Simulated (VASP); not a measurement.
# GaP in VASP: a series of runs

The runs below take GaP through electric field gradients, with LDA.

Everything below comes from runs of VASP 6.6.1. Logs are shortened: lines on timing, memory, paths and dates and some standing lists are left out, and cuts for length are marked.

## Step 1: The cell of the first run

The structure is tetragonal, space group I-4m2 (No. 119). Conventional cell: a = 3.854 Å, b = 3.854 Å, c = 5.614 Å, α = 90.00°, β = 90.00°, γ = 90.00°. Ga (site symmetry -4m2) has 4 P at 2.38 Å within 3.1 Å. P (site symmetry -4m2) has 4 Ga at 2.38 Å within 3.1 Å.

## Step 2: Electric field gradients, LDA (zz strain of +3 %)

INCAR reads:

```
SYSTEM = GaP
ALGO = Normal
EDIFF = 1E-8
ENCUT = 520
ISIF = 2
ISMEAR = -1
LASPH = .True.
LCHARG = .False.
LEFG = .True.
LREAL = .False.
LWAVE = .False.
NBANDS = 16
NELM = 100
PREC = Accurate
SIGMA = 0.05
```

KPOINTS reads:

```
k-points
0
Gamma
  10 10 10
  0 0 0
```

POSCAR reads:

```
GaP
1.0
    0.0000000000      2.7252500000      2.8070075000
    2.7252500000      0.0000000000      2.8070075000
    2.7252500000      2.7252500000      0.0000000000
Ga P
1 1
Direct
    0.0000000000      0.0000000000      0.0000000000
    0.7500000000      0.7500000000      0.7500000000
```

Potentials or basis: VASP PAW LDA potentials, release 64 (Ga_d, P).

Started as:

```
$ cat potpaw_LDA.64/Ga_d/POTCAR potpaw_LDA.64/P/POTCAR > POTCAR
$ mpirun -np 1 vasp_std > vasp.out
```

OUTCAR:

```text
SYSTEM = GaP
   EDIFF = 1E-8
   ENCUT = 520
   ISIF = 2
   ISMEAR = -1
   LASPH = .True.
   LREAL = .False.
   NELM = 100
   PREC = Accurate

 ion  position               nearest neighbor table
   1  0.000  0.000  0.000-   2 2.38   2 2.38   2 2.38   2 2.38
   2  0.750  0.750  0.750-   1 2.38   1 2.38   1 2.38   1 2.38

  LATTYP: Found a body centered tetragonal cell.
 ALAT       =     3.8540855109
 C/A-ratio  =     1.4566399692

  Lattice vectors:

 A1 = (  -2.7252500000,   0.0000000000,   2.8070075000)
 A2 = (   2.7252500000,   0.0000000000,   2.8070075000)
 A3 = (   0.0000000000,   2.7252500000,  -2.8070075000)

Analysis of symmetry for initial positions (statically):
=====================================================================
 Subroutine PRICEL returns:
 Original cell was already a primitive cell.

 Routine SETGRP: Setting up the symmetry group for a
 body centered tetragonal supercell.

 Subroutine GETGRP returns: Found  8 space group operations
 (whereof  8 operations were pure point group operations)
 out of a pool of 16 trial point group operations.

The static configuration has the point symmetry D_2d.

Analysis of symmetry for dynamics (positions and initial velocities):
=====================================================================
 Subroutine PRICEL returns:
 Original cell was already a primitive cell.

 Routine SETGRP: Setting up the symmetry group for a
 body centered tetragonal supercell.

 Subroutine GETGRP returns: Found  8 space group operations
 (whereof  8 operations were pure point group operations)
 out of a pool of 16 trial point group operations.

The dynamic configuration has the point symmetry D_2d.

 Subroutine INISYM returns: Found  8 space group operations
 (whereof  8 operations are pure point group operations),
 and found     1 'primitive' translations

----------------------------------------------------------------------------------------

                                     Primitive cell

  volume of cell :      41.6952

  direct lattice vectors                    reciprocal lattice vectors
     0.000000000  2.725250000  2.807007500    -0.183469406  0.183469406  0.178125637
     2.725250000  0.000000000  2.807007500     0.183469406 -0.183469406  0.178125637
     2.725250000  2.725250000  0.000000000     0.183469406  0.183469406 -0.178125637

  length of vectors
     3.912323947  3.912323947  3.854085511     0.314723353  0.314723353  0.314723353

  position of ions in fractional coordinates (direct lattice)
     0.000000000  0.000000000  0.000000000
     0.750000000  0.750000000  0.750000000

  ion indices of the primitive-cell ions
   primitive index   ion index
                 1           1
                 2           2

----------------------------------------------------------------------------------------

 KPOINTS: k-points

Automatic generation of k-mesh.
 Grid dimensions read from file:
 generate k-points for:   10   10   10

 Generating k-lattice:

  Cartesian coordinates                     Fractional coordinates (reciprocal lattice)
    -0.018346941  0.018346941  0.017812564     0.100000000  0.000000000  0.000000000
     0.018346941 -0.018346941  0.017812564     0.000000000  0.100000000  0.000000000
     0.018346941  0.018346941 -0.017812564     0.000000000  0.000000000  0.100000000

  Length of vectors
     0.031472335  0.031472335  0.031472335

  Shift w.r.t. Gamma in fractional coordinates (k-lattice)
     0.000000000  0.000000000  0.000000000

 Subroutine IBZKPT returns following result:
 ===========================================

 Found    102 irreducible k-points:

 Following reciprocal coordinates:
            Coordinates               Weight
  0.000000  0.000000  0.000000      1.000000
  0.100000  0.000000  0.000000      8.000000
  0.200000  0.000000  0.000000      8.000000
  0.300000  0.000000  0.000000      8.000000
  0.400000  0.000000  0.000000      8.000000
  0.500000  0.000000  0.000000      4.000000
[... 16 lines left out ...]
  0.300000  0.300000  0.000000      2.000000
  0.400000  0.300000  0.000000      8.000000
 [... further k-points ...]
   k-points           NKPTS =    102   k-points in BZ     NKDIM =    102   number of bands    NBANDS=     16
   number of dos      NEDOS =    301   number of ions     NIONS =      2
   total plane-waves  NPLWV =  27000
   dimension x,y,z NGX =    30 NGY =   30 NGZ =   30
   dimension x,y,z NGXF=    60 NGYF=   60 NGZF=   60
   ions per type =               1   1
   NGX,Y,Z   is equivalent  to a cutoff of  12.75, 12.75, 12.94 a.u.
   NGXF,Y,Z  is equivalent  to a cutoff of  25.50, 25.50, 25.88 a.u.
 SYSTEM =  GaP
   PREC   = accura    normal or accurate (medium, high low for compatibility)
   ISTART =      0    job   : 0-new  1-cont  2-samecut
   ICHARG =      2    charge: 1-file 2-atom 10-const
   ISPIN  =      1    spin polarized calculation?
   LNONCOLLINEAR =      F non collinear calculations
   LSORBIT =      F    spin-orbit coupling
   LASPH  =      T    aspherical Exc in radial PAW
   ENCUT  =  520.0 eV  38.22 Ry    6.18 a.u.   7.27  7.27  7.17*2*pi/ulx,y,z
   NELM   =    100;   NELMIN=  2; NELMDL= -5     # of ELM steps
   EDIFF  = 0.1E-07   stopping-criterion for ELM
   LREAL  =      F    real-space projection
   EDIFFG = 0.1E-06   stopping-criterion for IOM
   NSW    =      0    number of steps for IOM
   IBRION =     -1    ionic relax: 0-MD 1-quasi-New 2-CG
   NFREE  =      0    steps in history (QN), initial steepest desc. (CG)
   ISIF   =      2    stress and relaxation
   ISYM   =      2    0-nonsym 1-usesym 2-fastsym
   POTIM  = 0.5000    time-step for ionic-motion
   TEBEG  =    0.0;   TEEND  =   0.0 temperature during run
   PSTRESS=    0.0 pullay stress
   NELECT =      18.0000    total number of electrons
   NUPDOWN=      -1.0000    fix difference up-down
   EMIN   =  10.00;   EMAX   =-10.00  energy-range for DOS
   EFERMI =   0.00;   METHOD = LEGACY
   ISMEAR =    -1;   SIGMA  =   0.05  broadening in eV -4-tet -1-fermi 0-gaus
   EFERMI_NEDOS =   21; number of points for ismear=-14 and -15
   IALGO  =     38    algorithm
   IMIX   =      4    mixing-type and parameters
     AMIX     =   0.40;   BMIX     =  1.00
     AMIX_MAG =   1.60;   BMIX_MAG =  1.00
  volume/ion in A,a.u.               =      20.85       140.69
  Fermi-wavevector in a.u.,A,eV,Ry     =   1.237286  2.338132 20.828855  1.530878
  Thomas-Fermi vector in A             =   2.371860
   LORBIT       =      0    0 simple, 1 ext, 2 COOP (PROOUT), +10 PAW based schemes
   GGA     = CA    functional components
   LHFCALC =     F    Hartree Fock is set to
   AEXX    =    0.0000 exact exchange contribution
   IVDW    =     0    specifies the selected vdW correction
   LEPSILON=     F    determine dielectric tensor
   LRPA    =     F    only Hartree local field effects (RPA)
 non-spin polarized calculation
  energy-cutoff  :      520.00
  volume of cell :       41.70
 maximum number of plane-waves:      1140
 NGX is ok and might be reduce to    30
   NGX = 15   NGY = 15   NGZ = 15

 number of electron      17.9999998 magnetization

 Free energy of the ion-electron system (eV)
  ---------------------------------------------------
  ext. energy  EPLUGINS =         0.00000000
  ---------------------------------------------------
  free energy    TOTEN  =       -10.40829688 eV

  energy without entropy =      -10.40829686  energy(sigma->0) =      -10.40829687

 E-fermi :   4.9027     XC(G=0): -10.0342

 val. band max:        4.2614013519   @ k =   0.0000   0.0000   0.0000
 cond. band min:       5.5926717876   @ k =   0.0000   0.0000   0.0000
 fundamental gap:      1.3312704357
 Fermi energy:         4.9027048205

 k-point     1 :       0.0000    0.0000    0.0000
  band No.  band energies     occupation
      1     -10.4571      2.00000
      2     -10.4487      2.00000
      3     -10.4487      2.00000
      4     -10.3641      2.00000
      5     -10.3603      2.00000
      6      -8.0849      2.00000
[... 8 lines left out ...]
     15      13.6822      0.00000
     16      14.2271      0.00000

 k-point     2 :       0.1000    0.0000    0.0000
  band No.  band energies     occupation
      1     -10.4600      2.00000
      2     -10.4499      2.00000
      3     -10.4460      2.00000
      4     -10.3644      2.00000
      5     -10.3602      2.00000
      6      -7.9598      2.00000
[... 8 lines left out ...]
     15      13.3052      0.00000
     16      13.6928      0.00000

 k-point     3 :       0.2000    0.0000    0.0000
  band No.  band energies     occupation
      1     -10.4763      2.00000
      2     -10.4445      2.00000
      3     -10.4394      2.00000
      4     -10.3644      2.00000
      5     -10.3592      2.00000
      6      -7.5965      2.00000
[... 8 lines left out ...]
     15      13.1712      0.00000
     16      13.9721      0.00000

 k-point     4 :       0.3000    0.0000    0.0000
  band No.  band energies     occupation
      1     -10.4966      2.00000
      2     -10.4376      2.00000
      3     -10.4325      2.00000
      4     -10.3632      2.00000
      5     -10.3565      2.00000
      6      -7.0395      2.00000
[... 8 lines left out ...]
     15      13.4403      0.00000
     16      13.7099      0.00000

 k-point     5 :       0.4000    0.0000    0.0000
  band No.  band energies     occupation
      1     -10.5124      2.00000
      2     -10.4332      2.00000
      3     -10.4282      2.00000
      4     -10.3610      2.00000
      5     -10.3531      2.00000
      6      -6.4186      2.00000
[... 8 lines left out ...]
     15      14.5455      0.00000
     16      14.7338      0.00000

 k-point     6 :       0.5000    0.0000    0.0000
  band No.  band energies     occupation
      1     -10.5182      2.00000
      2     -10.4319      2.00000
      3     -10.4269      2.00000
      4     -10.3597      2.00000
      5     -10.3514      2.00000
      6      -6.0950      2.00000
[... 8 lines left out ...]
     15      15.6487      0.00000
     16      15.8673      0.00000
[... 267 lines left out ...]
 k-point    21 :      -0.3000    0.2000    0.0000
  band No.  band energies     occupation
      1     -10.5144      2.00000
      2     -10.4285      2.00000
      3     -10.4203      2.00000
      4     -10.3663      2.00000
      5     -10.3561      2.00000
      6      -6.2404      2.00000
[... 8 lines left out ...]
     15      14.9888      0.00000
     16      16.6707      0.00000

 k-point    22 :      -0.2000    0.2000    0.0000
  band No.  band energies     occupation
      1     -10.5015      2.00000
      2     -10.4328      2.00000
      3     -10.4283      2.00000
      4     -10.3686      2.00000
      5     -10.3551      2.00000
      6      -6.8322      2.00000
[... 8 lines left out ...]
     15      15.2929      0.00000
     16      15.8956      0.00000

 k-point    23 :       0.3000    0.3000    0.0000
  band No.  band energies     occupation
      1     -10.5243      2.00000
      2     -10.4124      2.00000
      3     -10.4124      2.00000
      4     -10.3771      2.00000
      5     -10.3528      2.00000
      6      -6.7199      2.00000
[... 8 lines left out ...]
     15      15.4812      0.00000
     16      17.3348      0.00000

 k-point    24 :       0.4000    0.3000    0.0000
  band No.  band energies     occupation
      1     -10.5339      2.00000
      2     -10.4080      2.00000
      3     -10.4057      2.00000
      4     -10.3790      2.00000
      5     -10.3513      2.00000
      6      -6.2266      2.00000
[... 8 lines left out ...]
     15      16.0054      0.00000
     16      17.4547      0.00000

 [... further k-points ...]

------------------------ aborting loop because EDIFF is reached ----------------------------------------

  FORCE on cell =-STRESS in cart. coord.  units (eV):
  Direction    XX          YY          ZZ          XY          YZ          ZX
  --------------------------------------------------------------------------------------
  -------------------------------------------------------------------------------------
  Total       -1.0421679     -1.0421679     -1.6636091      0.0000000      0.0000000      0.0000000
  in kB      -40.0462637    -40.0462637    -63.9257168      0.0000000      0.0000000      0.0000000
  external PRESSURE =     -48.0060814 kB  Pullay stress =       0.0000000 kB

 VOLUME and BASIS-vectors are now :
 -----------------------------------------------------------------------------
  energy-cutoff  :      520.00
  volume of cell :       41.70
      direct lattice vectors                 reciprocal lattice vectors
     0.000000000  2.725250000  2.807007500    -0.183469406  0.183469406  0.178125637
     2.725250000  0.000000000  2.807007500     0.183469406 -0.183469406  0.178125637
     2.725250000  2.725250000  0.000000000     0.183469406  0.183469406 -0.178125637

 POSITION                                       TOTAL-FORCE (eV/Angst)
 -----------------------------------------------------------------------------------
      0.00000      0.00000      0.00000         0.000000      0.000000      0.000000
      4.08788      4.08788      4.21051        -0.000000     -0.000000     -0.000000
 -----------------------------------------------------------------------------------
    total drift:                               -0.000000     -0.000000     -0.000000

  FREE ENERGIE OF THE ION-ELECTRON SYSTEM (eV)
  ---------------------------------------------------
  free  energy   TOTEN  =       -10.4082968807 eV

  energy  without entropy=      -10.4082968575  energy(sigma->0) =      -10.40829687

 Electric field gradients (V/A^2)
---------------------------------------------------------------------
 ion       V_xx      V_yy      V_zz      V_xy      V_xz      V_yz
---------------------------------------------------------------------
   1       2.483     2.483    -4.965    -0.003    -0.002    -0.002
   2      -1.833    -1.833     3.667    -0.000    -0.000    -0.000
---------------------------------------------------------------------

 Electric field gradients after diagonalization (V/A^2)
 (convention: |V_zz| > |V_xx| > |V_yy|)
----------------------------------------------------------------------
 ion       V_xx      V_yy      V_zz     asymmetry (V_yy - V_xx)/ V_zz
----------------------------------------------------------------------
   1       2.486     2.480    -4.965       0.001
   2      -1.834    -1.833     3.667       0.000
----------------------------------------------------------------------

           NMR quadrupolar parameters

 Cq : quadrupolar parameter    Cq=e*Q*V_zz/h
 eta: asymmetry parameters     (V_yy - V_xx)/ V_zz
 Q  : nuclear electric quadrupole moment in mb (millibarn)
----------------------------------------------------------------------
 ion       Cq(MHz)       eta       Q (mb)
----------------------------------------------------------------------
   1      -0.012       0.001       1.000
   2       0.009       0.000       1.000
----------------------------------------------------------------------
```

It took 82 s on 1 thread of Intel Xeon Platinum 8375C at 2.90GHz (Ice Lake), shared host; peak memory 0.19 GiB.

Results:

```
Free energy            : -10.4083 eV
Pressure               : -4.8 GPa
Band gap on the k mesh : 1.33 eV, direct
```

Levels at points of the mesh, in eV from the valence-band top:
```
           k point  band 5  band 6  band 7  band 8  band 9  band 10  band 11  band 12  band 13  band 14
(0.00, 0.00, 0.00)  -14.62  -12.35   -0.17    0.00    0.00     1.33     3.72     3.72     3.79     8.30
(0.50, 0.00, 0.00)  -14.61  -10.36   -6.60   -1.26   -1.02     1.35     4.49     4.69     7.94    10.35
(0.50, 0.50, 0.00)  -14.61   -9.56   -6.88   -2.53   -2.53     1.63     1.84    10.18    10.18    10.46
(0.50, 0.00, 0.50)  -14.60   -9.44   -6.70   -2.73   -2.72     1.43     1.56    10.10    10.14    10.70
```

Electric field gradients, principal values (V/Å²):
| atom | least | middle | greatest (by size) |
| --- | --- | --- | --- |
| 1 Ga | 2.480 | 2.486 | -4.965 |
| 2 P | -1.833 | -1.834 | 3.667 |

Caveat: the cell differs from its parent crystal (zz strain of +3 %); without QUAD_EFG the Cq values of the log hold for a quadrupole moment of 1 mb, not for the nuclei. A k mesh can miss the band edges.

(Continued in part 2 of 3.)
